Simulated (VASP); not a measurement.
# MgCd3O4 (P4/mmm) in VASP: single point with PBE

Aim: the single point of MgCd3O4 with PBE.

Everything below comes from runs of VASP 6.6.1. Logs are shortened: lines on timing, memory, paths and dates and some standing lists are left out, and cuts for length are marked.

**1. The cell of the first run**

It takes space group P4/mmm (No. 123, tetragonal). The conventional cell has a = 3.308 Å, b = 3.308 Å, c = 9.330 Å, α = 90.00°, β = 90.00°, γ = 90.00°. Mg (site symmetry 4/mmm) has 6 O at 2.17 to 2.34 Å within 2.9 Å. Cd (site symmetry 4/mmm) has 6 O at 2.34 to 2.50 Å within 3.1 Å. Cd (site symmetry 4mm) has 6 O at 2.27 to 2.40 Å within 3.0 Å. Within 2.9 Å of O (site symmetry 4mm) lie 1 Mg at 2.17 Å and 5 Cd at 2.34 to 2.50 Å. Within 3.0 Å of O (site symmetry 4/mmm) lie 2 Cd at 2.27 Å and 4 Mg at 2.34 Å. O (site symmetry 4/mmm) has 6 Cd at 2.34 to 2.40 Å within 3.1 Å.

**2. Single point, PBE**

The input, INCAR:

```
SYSTEM = MgCd3O4
  ALGO = Normal
  EDIFF = 1E-6
  ENCUT = 840
  GGA = PE
  GGA_COMPAT = .FALSE.
  ISIF = 2
  ISMEAR = 0
  LASPH = .TRUE.
  LCHARG = .FALSE.
  LREAL = .FALSE.
  LWAVE = .FALSE.
  NBANDS = 57
  NELM = 120
  PREC = Accurate
  SIGMA = 0.1
```

The input, KPOINTS:

```
k-points
0
G
  12 12 4
  0 0 0
```

The input, POSCAR:

```
MgCd3O4
1.0
    3.3076836166      0.0000000000      0.0000000000
    0.0000000000      3.3076836166      0.0000000000
    0.0000000000      0.0000000000      9.3304803671
Mg Cd O
1 3 4
Direct
    0.0000000000      0.0000000000      0.5000000000
    0.0000000000      0.0000000000      0.0000000000
    0.5000000000      0.5000000000      0.2567000814
    0.5000000000      0.5000000000      0.7432999186
    0.0000000000      0.0000000000      0.2677532498
    0.5000000000      0.5000000000      0.5000000000
    0.0000000000      0.0000000000      0.7322467502
    0.5000000000      0.5000000000      0.0000000000
```

Potentials or basis: VASP PAW PBE potentials, release 64 (Mg_sv, Cd_sv_GW, O).

The run is started by

```console
cat potpaw_PBE.64/Mg_sv/POTCAR potpaw_PBE.64/Cd_sv_GW/POTCAR potpaw_PBE.64/O/POTCAR > POTCAR
mpirun -np 1 vasp_std > vasp.out
```

OUTCAR:

```text
SYSTEM = MgCd3O4
   EDIFF = 1E-6
   ENCUT = 840
   GGA = PE
   ISIF = 2
   ISMEAR = 0
   LASPH = .TRUE.
   LREAL = .FALSE.
   NELM = 120
   PREC = Accurate

 ion  position               nearest neighbor table
   1  0.000  0.000  0.500-
   2  0.000  0.000  0.000-
   3  0.500  0.500  0.257-   6 2.27
   4  0.500  0.500  0.743-   6 2.27
   5  0.000  0.000  0.268-
   6  0.500  0.500  0.500-   3 2.27   4 2.27
   7  0.000  0.000  0.732-
   8  0.500  0.500  0.000-

  LATTYP: Found a simple tetragonal cell.
 ALAT       =     3.3076836166
 C/A-ratio  =     2.8208503136

  Lattice vectors:

 A1 = (   3.3076836166,   0.0000000000,   0.0000000000)
 A2 = (   0.0000000000,   3.3076836166,   0.0000000000)
 A3 = (   0.0000000000,   0.0000000000,   9.3304803671)

Analysis of symmetry for initial positions (statically):
=====================================================================
 Subroutine PRICEL returns:
 Original cell was already a primitive cell.

 Routine SETGRP: Setting up the symmetry group for a
 simple tetragonal supercell.

 Subroutine GETGRP returns: Found 16 space group operations
 (whereof 16 operations were pure point group operations)
 out of a pool of 16 trial point group operations.

The static configuration has the point symmetry D_4h.

Analysis of symmetry for dynamics (positions and initial velocities):
=====================================================================
 Subroutine PRICEL returns:
 Original cell was already a primitive cell.

 Routine SETGRP: Setting up the symmetry group for a
 simple tetragonal supercell.

 Subroutine GETGRP returns: Found 16 space group operations
 (whereof 16 operations were pure point group operations)
 out of a pool of 16 trial point group operations.

The dynamic configuration has the point symmetry D_4h.

 Subroutine INISYM returns: Found 16 space group operations
 (whereof 16 operations are pure point group operations),
 and found     1 'primitive' translations

----------------------------------------------------------------------------------------

                                     Primitive cell

  volume of cell :     102.0826
[... 101 lines left out ...]
   EDIFF  = 0.1E-05   stopping-criterion for ELM
   LREAL  =      F    real-space projection
   EDIFFG = 0.1E-04   stopping-criterion for IOM
   NSW    =      0    number of steps for IOM
   IBRION =     -1    ionic relax: 0-MD 1-quasi-New 2-CG
   NFREE  =      0    steps in history (QN), initial steepest desc. (CG)
   ISIF   =      2    stress and relaxation
   ISYM   =      2    0-nonsym 1-usesym 2-fastsym
   POTIM  = 0.5000    time-step for ionic-motion
   TEBEG  =    0.0;   TEEND  =   0.0 temperature during run
   PSTRESS=    0.0 pullay stress
   NELECT =      94.0000    total number of electrons
   NUPDOWN=      -1.0000    fix difference up-down
   EMIN   =  10.00;   EMAX   =-10.00  energy-range for DOS
   EFERMI =   0.00;   METHOD = LEGACY
   ISMEAR =     0;   SIGMA  =   0.10  broadening in eV -4-tet -1-fermi 0-gaus
   EFERMI_NEDOS =   21; number of points for ismear=-14 and -15
   IALGO  =     38    algorithm
   IMIX   =      4    mixing-type and parameters
     AMIX     =   0.40;   BMIX     =  1.00
     AMIX_MAG =   1.60;   BMIX_MAG =  1.00
  volume/ion in A,a.u.               =      12.76        86.11
  Fermi-wavevector in a.u.,A,eV,Ry     =   1.592698  3.009763 34.513727  2.536687
  Thomas-Fermi vector in A             =   2.691043
   LORBIT       =      0    0 simple, 1 ext, 2 COOP (PROOUT), +10 PAW based schemes
   GGA     = PE    functional components
   LHFCALC =     F    Hartree Fock is set to
   AEXX    =    0.0000 exact exchange contribution
   IVDW    =     0    specifies the selected vdW correction
   LEPSILON=     F    determine dielectric tensor
   LRPA    =     F    only Hartree local field effects (RPA)
 non-spin polarized calculation
 Gauss-broadening in eV      SIGMA  =   0.10
  energy-cutoff  :      840.00
  volume of cell :      102.08
 maximum number of plane-waves:      5678
 NGX is ok and might be reduce to    32
   NGX = 15   NGY = 15   NGZ = 45

 number of electron      94.0000017 magnetization

 Free energy of the ion-electron system (eV)
  ---------------------------------------------------
  ext. energy  EPLUGINS =         0.00000000
  ---------------------------------------------------
  free energy    TOTEN  =       -34.85501247 eV

  energy without entropy =      -34.85448370  energy(sigma->0) =      -34.85474808

 E-fermi :   4.5711     XC(G=0): -11.4891

 val. band max:        4.4957440316   @ k =   0.5000   0.0000   0.0000
 cond. band min:       4.7951668274   @ k =   0.0833   0.0000   0.0000
 fundamental gap:      0.2994227958
 Fermi energy:         4.5710739611

 k-point     1 :       0.0000    0.0000    0.0000
  band No.  band energies     occupation
      1     -96.5519      2.00000
      2     -96.0345      2.00000
      3     -96.0344      2.00000
      4     -69.5604      2.00000
      5     -57.6583      2.00000
      6     -57.6245      2.00000
[... 1429 lines left out ...]
     56      13.6488      0.00000
     57      14.1200      0.00000

 [... further k-points ...]

------------------------ aborting loop because EDIFF is reached ----------------------------------------

  FORCE on cell =-STRESS in cart. coord.  units (eV):
  Direction    XX          YY          ZZ          XY          YZ          ZX
  --------------------------------------------------------------------------------------
  -------------------------------------------------------------------------------------
  Total       -0.1641123     -0.1641123     -0.0878596      0.0000000      0.0000000      0.0000000
  in kB       -2.5757266     -2.5757266     -1.3789477      0.0000000      0.0000000      0.0000000
  external PRESSURE =      -2.1768003 kB  Pullay stress =       0.0000000 kB

 VOLUME and BASIS-vectors are now :
 -----------------------------------------------------------------------------
  energy-cutoff  :      840.00
  volume of cell :      102.08
      direct lattice vectors                 reciprocal lattice vectors
     3.307683617  0.000000000  0.000000000     0.302326376  0.000000000  0.000000000
     0.000000000  3.307683617  0.000000000     0.000000000  0.302326376  0.000000000
     0.000000000  0.000000000  9.330480367     0.000000000  0.000000000  0.107175618

 POSITION                                       TOTAL-FORCE (eV/Angst)
 -----------------------------------------------------------------------------------
      0.00000      0.00000      4.66524        -0.000000      0.000000      0.000000
      0.00000      0.00000      0.00000        -0.000000      0.000000      0.000000
      1.65384      1.65384      2.39514         0.000000     -0.000000     -0.005180
      1.65384      1.65384      6.93535        -0.000000     -0.000000      0.005180
      0.00000      0.00000      2.49827        -0.000000      0.000000     -0.009788
      1.65384      1.65384      4.66524        -0.000000      0.000000      0.000000
      0.00000      0.00000      6.83221        -0.000000      0.000000      0.009788
      1.65384      1.65384      0.00000        -0.000000      0.000000      0.000000
 -----------------------------------------------------------------------------------
    total drift:                                0.000000     -0.000000      0.000000

  FREE ENERGIE OF THE ION-ELECTRON SYSTEM (eV)
  ---------------------------------------------------
  free  energy   TOTEN  =       -34.8550124654 eV

  energy  without entropy=      -34.8544836979  energy(sigma->0) =      -34.85474808
```

OSZICAR:

```text
N       E                     dE             d eps       ncg     rms          rms(c)
DAV:   1     0.282913042883E+04    0.28291E+04   -0.67083E+04  9584   0.318E+03
DAV:   2     0.354054342157E+03   -0.24751E+04   -0.23829E+04  9577   0.104E+03
DAV:   3    -0.427157796228E+01   -0.35833E+03   -0.33969E+03 14752   0.473E+02
DAV:   4    -0.392126855121E+02   -0.34941E+02   -0.34347E+02 15632   0.174E+02
DAV:   5    -0.420415682349E+02   -0.28289E+01   -0.28037E+01 17768   0.381E+01    0.274E+01
DAV:   6    -0.349095379835E+02    0.71320E+01   -0.28646E+01 17488   0.758E+01    0.276E+01
DAV:   7    -0.350029080356E+02   -0.93370E-01   -0.37896E+00 13967   0.144E+01    0.194E+01
DAV:   8    -0.350040285971E+02   -0.11206E-02   -0.18348E+00 13614   0.155E+01    0.276E+00
DAV:   9    -0.348599841479E+02    0.14404E+00   -0.35776E-01 14664   0.774E+00    0.121E+00
DAV:  10    -0.348554749637E+02    0.45092E-02   -0.73424E-02 14928   0.216E+00    0.376E-01
DAV:  11    -0.348552331707E+02    0.24179E-03   -0.52779E-03 15238   0.690E-01    0.165E-01
DAV:  12    -0.348550075711E+02    0.22560E-03   -0.79794E-04 14785   0.252E-01    0.460E-02
DAV:  13    -0.348550119119E+02   -0.43408E-05   -0.80769E-05 13806   0.727E-02    0.212E-02
DAV:  14    -0.348550133366E+02   -0.14247E-05   -0.14949E-05 11706   0.329E-02    0.120E-02
DAV:  15    -0.348550122683E+02    0.10683E-05   -0.32283E-06  8941   0.195E-02    0.523E-03
DAV:  16    -0.348550124654E+02   -0.19705E-06   -0.11318E-06  7655   0.122E-02
   1 F= -.34855012E+02 E0= -.34854748E+02  d E =-.528767E-03
```

stdout:

```text
POSCAR found type information on POSCAR MgCdO
 POSCAR found :  3 types and       8 ions
 scaLAPACK will be used
 LDA part: xc-table for (Slater+PW92), standard interpolation
 POSCAR, INCAR and KPOINTS ok, starting setup
 FFT: planning ... GRIDC
 FFT: planning ... GRID_SOFT
 FFT: planning ... GRID
 WAVECAR not read
 entering main loop
```

Wall time 12 min (1 thread of Intel Xeon 6975P-C (Granite Rapids), shared host); peak memory 0.91 GiB.

Results:

| Property | Result |
| --- | --- |
| Free energy | -34.8550 eV |
| Pressure | -0.2 GPa |
| Largest force | 0.010 eV/Å |
| Band gap on the k mesh | zero (bands 47 and 48 overlap by 0.20 eV) |

Forces on the atoms (eV/Å):
```
Mg   0.000  0.000  0.000
Cd   0.000  0.000  0.000
Cd   0.000  0.000 -0.005
Cd   0.000  0.000  0.005
O    0.000  0.000 -0.010
O    0.000  0.000  0.000
O    0.000  0.000  0.010
O    0.000  0.000  0.000
```

Caveat: semilocal functionals underestimate gaps, and a narrow one can read as zero.

The gap in the log of VASP goes by the Fermi energy; the results here count the filled bands.